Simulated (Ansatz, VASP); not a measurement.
**Two plane-wave programs on SiC**

```xyz
2
Lattice="1.5495 0.8946 3.6118 -1.5495 0.8946 3.6118 0.0000 -1.7892 3.6118" Properties=species:S:1:pos:R:3 pbc="T T T"
Si    0.0000    0.0000    9.0449
C     0.0000    0.0000    1.7900
```

Alike in both runs: functional PBE; k mesh 6 × 6 × 6; occupations gaussian, width 0.1 eV; no spin polarisation.

Ansatz relaxed the structure, and its values are those at the end. VASP's run is a single point on that final structure, the one shown.

|  | VASP | Ansatz |
| --- | --- | --- |
| version | VASP 6.6.1 | Ansatz 0.2.0 |
| potentials or method | VASP PAW PBE potentials, release 64 (Si, C), cutoff 520 eV | scalar-relativistic, plane waves, PAW |
| valence electrons in the cell | 8 | 8 |

Ansatz gave:

| Quantity | Value |
| --- | --- |
| gap on the k mesh at the Fermi level (eV) | 1.93 |
| least direct gap on the mesh (eV) | 2.67 |
| pressure (GPa) | 0.0 |

**Question.** Estimate VASP's values.

**Answer.** gap on the k mesh at the Fermi level (eV): 1.92; least direct gap on the mesh (eV): 2.67; pressure (GPa): -0.1.
